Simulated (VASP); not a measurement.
Os, 1 atom in the cell. It takes space group Fm-3m (No. 225, cubic). Conventional cell: a = 3.823 Å, b = 3.823 Å, c = 3.823 Å, α = 90.00°, β = 90.00°, γ = 90.00°. Os (site symmetry m-3m) has 12 Os at 2.70 Å within 3.6 Å. This isn't the form of Os at room conditions, which is hcp.

| Property | Result |
| --- | --- |
| Program | VASP 6.6.1 |
| Task | single point |
| Functional | PBEsol |
| Potentials or basis | VASP PAW PBE potentials, release 64 (Os) |
| Cutoff | 600 eV |
| k mesh | 10 × 10 × 10 |
| Occupations | fermi-dirac, width 0.1 eV |
| Spin | no spin polarisation |
| Dipole correction | no |
| Further INCAR settings | ALGO = Normal; EDIFF = 1e-06; NBANDS = 10 |

Potentials or basis: VASP PAW PBE potentials, release 64 (Os).

Run with:

```bash
$ cat potpaw_PBE.64/Os/POTCAR > POTCAR
$ mpirun -np 1 vasp_std > vasp.out
```

Hardware: 1 thread of AMD EPYC 9R45 96-Core Processor (Zen 5), on a shared host.

Q: How long does it take, and how much memory?

A: Run time: 5.5 s on 1 thread of AMD EPYC 9R45 96-Core Processor (Zen 5), on a shared host, peak memory 0.11 GiB. Counts: scf iterations 12, k points 47.
